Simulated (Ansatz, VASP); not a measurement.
TiCo in VASP and in Ansatz

INCAR

```
ALGO = Normal ; EDIFF = 1E-6
ENCUT = 520 ; GGA = PE
ISIF = 2 ; ISMEAR = -1
ISPIN = 2 ; LASPH = True
LCHARG = False ; LMAXMIX = 4
LORBIT = 11 ; LREAL = False
LWAVE = False ; MAGMOM = 1 2
NBANDS = 22 ; NELM = 150
PREC = Accurate ; SIGMA = 0.03
```

The input KPOINTS:

```
k-points
0
Gamma
  13 13 13
```

Contents of POSCAR:

```
TiCo
1.0
    2.9861109900      0.0000000000      0.0000000000
    0.0000000000      2.9861109900      0.0000000000
    0.0000000000      0.0000000000      2.9861109900
Ti Co
1 1
Direct
    0.0000000000      0.0000000000      0.0000000000
    0.5000000000      0.5000000000      0.5000000000
```

Input for Ansatz:

```yaml
crystal:
  lattice:
    - [2.98611099, 0.0, 0.0]
    - [0.0, 2.98611099, 0.0]
    - [0.0, 0.0, 2.98611099]
  atoms:
    - { symbol: Ti, position: [0.0, 0.0, 0.0], spin: 1.0 }
    - { symbol: Co, position: [0.5, 0.5, 0.5], spin: 2.0 }
magnetization:
  spin_polarized: true
kpoints:
  mp_grid: { grid: [13, 13, 13] }
scf:
  occupations: { method: fermi_dirac, width: 0.03 }
  lower_state_search: "off"
hamiltonian:
  xc: pbe
  pseudopotentials: { kind: all_electron, lapw: { basis_error: 0.001 } }
output:
  forces: true
  stress: true
  eigenvalues: true
  populations: true
```

Alike in both runs: task single point; functional PBE; k mesh 13 × 13 × 13; occupations fermi-dirac, width 0.03 eV; collinear spin.

|  | VASP | Ansatz |
| --- | --- | --- |
| version | VASP 6.6.1 | Ansatz 0.2.0 |
| potentials or method | VASP PAW PBE potentials, release 64 (Ti_sv, Co), cutoff 520 eV | all-electron LAPW, scalar-relativistic |

Ansatz gave:

| Property | Result |
| --- | --- |
| pressure (GPa) | -0.1 |
| net moment per atom (μB) | 0.44 |
| size of the moment on the site where the two differ most (μB) | 0.99 |

Task: Estimate VASP's values.

Result: Pressure (GPa): -0.5; net moment per atom (μB): 0.44; size of the moment on the site where the two differ most (μB): 0.96.

Site moments also hang on the region over which each program counts them. Ansatz ran all-electron here, and VASP with PAW potentials.
